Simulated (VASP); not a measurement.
A run of VASP 6.6.1:

The input INCAR:

```
  ALGO = Normal
  EDIFF = 1E-6
  EDIFFG = -0.04
  ENCUT = 600
  GGA = PE
  IBRION = 2
  ISIF = 3
  ISMEAR = 0
  LASPH = True
  LCHARG = False
  LREAL = False
  LWAVE = False
  NELM = 60
  NSW = 90
  PREC = Accurate
  SIGMA = 0.1
```

Contents of KPOINTS:

```
k-points
0
Gamma
  8 8 8
```

File POSCAR:

```
Ge
1.0
   -1.6237105800      1.9337603100      1.9474456200
    1.6237105800     -1.9337603100      1.9474456200
    1.6237105800      1.9337603100     -1.9474456200
Ge
1
Direct
    0.0000000000      0.5000000000      0.5000000000
```

Potentials or basis: VASP PAW PBE potentials, release 64 (Ge_d).

The run is started by

```sh
$ cat potpaw_PBE.64/Ge_d/POTCAR > POTCAR
$ mpirun -np 1 vasp_std > vasp.out
```

Hardware: 1 thread of AMD EPYC 9R45 96-Core Processor (Zen 5) (shared host).

**Question.** How long does it take, and how much memory?

**Answer.** It took 78 s on 1 thread of AMD EPYC 9R45 96-Core Processor (Zen 5), with other jobs on the host, peak memory 0.16 GiB. Counts: scf iterations 57, k points 95, ion steps 9.
